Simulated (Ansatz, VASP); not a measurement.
# Sn: VASP beside Ansatz

Contents of INCAR:

```
SYSTEM = Sn
PREC = Accurate
ENCUT = 600
EDIFF = 1E-6
ISMEAR = 0
SIGMA = 0.1
LREAL = .False.
LASPH = .True.
NELM = 100
ALGO = Fast
ISIF = 3
LWAVE = .False.
LCHARG = .False.
GGA = PE
IBRION = 2
NSW = 90
EDIFFG = -0.04
```

KPOINTS

```
regular mesh
0
Gamma
  4 4 4
  0 0 0
```

Contents of POSCAR:

```
Sn
1.0
   -4.3841098200      4.3841098200      4.3841098200
    4.3841098200     -4.3841098200      4.3841098200
    4.3841098200      4.3841098200     -4.3841098200
Sn
8
Direct
    0.3171980400      0.3171980400      0.3171980400
    0.0000000000      0.0000000000      0.6828019600
    0.0000000000      0.6828019600      0.0000000000
    0.6828019600      0.0000000000      0.0000000000
    0.6828019600      0.6828019600      0.6828019600
    0.0000000000      0.0000000000      0.3171980400
    0.0000000000      0.3171980400      0.0000000000
    0.3171980400      0.0000000000      0.0000000000
```

Input for Ansatz:

```yaml
crystal:
  lattice:
    - [-4.38410982, 4.38410982, 4.38410982]
    - [4.38410982, -4.38410982, 4.38410982]
    - [4.38410982, 4.38410982, -4.38410982]
  atoms:
    - { symbol: Sn, position: [0.31719804, 0.31719804, 0.31719804] }
    - { symbol: Sn, position: [0.0, 0.0, 0.68280196] }
    - { symbol: Sn, position: [0.0, 0.68280196, 0.0] }
    - { symbol: Sn, position: [0.68280196, 0.0, 0.0] }
    - { symbol: Sn, position: [0.68280196, 0.68280196, 0.68280196] }
    - { symbol: Sn, position: [0.0, 0.0, 0.31719804] }
    - { symbol: Sn, position: [0.0, 0.31719804, 0.0] }
    - { symbol: Sn, position: [0.31719804, 0.0, 0.0] }
basis:
  ecutwfc: 420
kpoints:
  mp_grid: { grid: [4, 4, 4] }
hamiltonian:
  xc: pbe
scf:
  occupations: { method: gaussian, width: 0.1 }
  lower_state_search: "off"
output:
  forces: true
  stress: true
  eigenvalues: true
relax:
  adjacent_minimum: "off"
  f_tol: 0.04
  max_steps: 70
  cell: { stress_tol: 0.4 }
```

Alike in both runs: task relaxation of cell and atoms; functional PBE; k mesh 4 × 4 × 4; occupations gaussian, width 0.1 eV; no spin polarisation.

|  | VASP | Ansatz |
| --- | --- | --- |
| version | VASP 6.6.1 | Ansatz 0.2.0 |
| potentials or method | VASP PAW PBE potentials, release 64 (Sn_d), cutoff 600 eV | scalar-relativistic, plane waves, PAW |
| valence electrons in the cell | 112 | 112 |

Ansatz gave:

| Property | Result |
| --- | --- |
| gap on the k mesh at the Fermi level, each at its own relaxed structure (eV) | none |
| relaxed volume (Å³/atom) | 48.05 |
| relaxed length of the cell vector where the two differ most in proportion (Å) | 7.934 |

What did VASP give for the same quantities?

gap on the k mesh at the Fermi level, each at its own relaxed structure (eV): none; relaxed volume (Å³/atom): 48.35; relaxed length of the cell vector where the two differ most in proportion (Å): 7.950.

A gap of «none» marks a metal or a gap that the smearing closes.
